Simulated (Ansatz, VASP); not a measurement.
**One calculation of PbI2, two programs**

```xyz
3
Lattice="4.5641 0.0000 0.0000 -2.2820 3.9526 0.0000 0.0000 0.0000 7.0475" Properties=species:S:1:pos:R:3 pbc="T T T"
Pb    0.0000    0.0000    0.0000
I     0.0000    2.6351    1.8796
I     2.2820    1.3175    5.1679
```

Alike in both runs: task single point; functional PBEsol; k mesh 6 × 6 × 4; occupations fermi-dirac, width 0.05 eV; no spin polarisation.

|  | VASP | Ansatz |
| --- | --- | --- |
| version | VASP 6.6.1 | Ansatz 0.2.0 |
| potentials or method | VASP PAW PBE potentials, release 64 (Pb_d, I) | plane waves |
| plane-wave cutoff (eV) | 500 | 420 |
| valence electrons in the cell | 28 | 48 |

|  | VASP | Ansatz | Ansatz less VASP |
| --- | --- | --- | --- |
| gap on the k mesh at the Fermi level (eV) | 2.13 | 2.13 | +0.002 |
| pressure (GPa) | -0.5 | -0.5 | 0.00 |
| rms of the force components (eV/Å) | 0.052 | 0.053 | +0.0009 |

VASP's potentials were made for PBE, not for PBEsol. Atom by atom the forces differ by 0.001 eV/Å (rms over components). VASP's potentials hold 28 valence electrons a cell and Ansatz's 48, so a difference there can come from the potentials and not from the codes.

Neither program's run includes spin-orbit coupling.
